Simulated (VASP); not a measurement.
Input of a VASP 6.6.1 run:

The input INCAR:

```
SYSTEM = Yb
ALGO = Normal
EDIFF = 1E-6
ENCUT = 520
GGA = PE
ISIF = 2
ISMEAR = -1
LASPH = .True.
LCHARG = .False.
LREAL = .False.
LWAVE = .False.
NBANDS = 18
NELM = 80
PREC = Accurate
SIGMA = 0.08
```

The input KPOINTS:

```
k-points
0
Gamma
  14 14 14
  0 0 0
```

POSCAR

```
Yb
1.0
   -2.0532432949      2.0532432949      2.0532432949
    2.0532432949     -2.0532432949      2.0532432949
    2.0532432949      2.0532432949     -2.0532432949
Yb
1
Direct
    0.0000000000      0.0000000000      0.0000000000
```

Potentials or basis: VASP PAW PBE potentials, release 64 (Yb).

The run is started by

```bash
$ cat potpaw_PBE.64/Yb/POTCAR > POTCAR
$ mpirun -np 1 vasp_std > vasp.out
```

Task: What does it give for the pressure?

Result: -0.5 GPa.

Task: What does it give for the band gap on the k mesh?

Result: Zero (bands 12 and 13 overlap by 0.63 eV).

Caveat: spin-orbit coupling is left out, which moves the levels of the heavy elements. Spin polarisation is off, so any magnetic state and its effect on volume and gap are missing.
